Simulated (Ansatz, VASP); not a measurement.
**Two plane-wave programs on NbRu3C**

```
Nb Ru C
1.0
     4.03786    0.00000    0.00000
     0.00000    4.03786    0.00000
     0.00000    0.00000    4.03786
Nb Ru C
1 3 1
Cartesian
  0.0000 0.0000 0.0000
  0.0000 2.0189 2.0189
  2.0189 0.0000 2.0189
  2.0189 2.0189 0.0000
  2.0189 2.0189 2.0189
```

Alike in both runs: task single point; functional PBE; k mesh 6 × 6 × 6; occupations fermi-dirac, width 0.1 eV; no spin polarisation.

```csv
,VASP,Ansatz
version,VASP 6.6.1,Ansatz 0.2.0
potentials or method,"VASP PAW PBE potentials, release 64 (Nb_sv, Ru_pv, C), cutoff 520 eV","plane waves, PAW"
valence electrons in the cell,59,65
```

|  | VASP | Ansatz | Ansatz less VASP |
| --- | --- | --- | --- |
| pressure (GPa) | 2.4 | 2.5 | +0.06 |

The functional is the same, so the differences come from potentials, cutoffs and numerics. VASP's potentials hold 59 valence electrons a cell and Ansatz's 65, so a difference there can come from the potentials and not from the codes.
